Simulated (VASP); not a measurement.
# SiC: relaxation of shape and atoms at fixed volume with PBE

Crystal: SiC.

```
CELL_PARAMETERS angstrom
2.96383 0.00000 0.00000
-1.48191 2.56675 0.00000
0.00000 0.00000 4.85950
ATOMIC_POSITIONS crystal
Si 0.66667 0.33333 0.50458
Si 0.33333 0.66667 0.00458
C 0.66667 0.33333 0.88042
C 0.33333 0.66667 0.38042
```

```yaml
Program: VASP 6.6.1
Task: relaxation of shape and atoms at fixed volume
Functional: PBE
Potentials_or_basis: VASP PAW PBE potentials, release 64 (Si, C)
Cutoff: 600 eV
k_mesh: 12 × 12 × 6
Occupations: gaussian, width 0.02 eV
Spin: no spin polarisation
Dipole_correction: no
Further_INCAR_settings: ALGO = Normal; EDIFF = 1e-07; IBRION = 2; EDIFFG = -0.01; NSW = 50; ISIF = 4
```

```
Pressure after relaxing      : 34.7 GPa
Largest force after relaxing : 0.008 eV/Å
Band gap on the k mesh       : 2.07 eV (least direct gap 4.19 eV)
```

Forces in eV/Å, atoms in the order of the input:
```
Si   0.000  0.000  0.008
Si   0.000  0.000  0.008
C    0.000  0.000 -0.008
C    0.000  0.000 -0.008
```

Stress tensor (GPa, compression positive):
```
34.76  0.00  0.00
 0.00 34.76  0.00
 0.00  0.00 34.51
```

Final structure:
```cif
data_structure
_symmetry_space_group_name_H-M 'P 1'
_symmetry_Int_Tables_number 1
_cell_length_a 2.9638
_cell_length_b 2.9638
_cell_length_c 4.8595
_cell_angle_alpha 90.000
_cell_angle_beta 90.000
_cell_angle_gamma 120.000
_cell_volume 36.97
loop_
_atom_site_label
_atom_site_type_symbol
_atom_site_fract_x
_atom_site_fract_y
_atom_site_fract_z
_atom_site_occupancy
Si1 Si 0.66667 0.33333 0.50458 1
Si2 Si 0.33333 0.66667 0.00458 1
C1 C 0.66667 0.33333 0.88042 1
C2 C 0.33333 0.66667 0.38042 1
```

Levels at points of the mesh, in eV from the valence-band top:
```csv
k point,band 5,band 6,band 7,band 8,band 9,band 10,band 11,band 12
"(0.00, 0.00, 0.00)",-1.37,-0.11,0.00,0.00,5.77,7.36,7.36,7.39
"(0.50, 0.00, 0.00)",-5.83,-3.61,-3.55,-1.22,2.96,4.34,7.58,7.75
"(0.00, 0.00, 0.50)",-0.74,-0.74,-0.74,-0.74,6.87,6.87,7.98,7.98
"(0.50, 0.00, 0.50)",-2.60,-2.60,-2.44,-2.44,3.52,3.52,5.77,5.77
```

Run time: 50 s on 1 thread of Intel Xeon 8259CL (shared host), peak memory 0.17 GiB.

Caveat: the relaxation stopped at its first step, so nothing moved. A k mesh can miss the band edges.
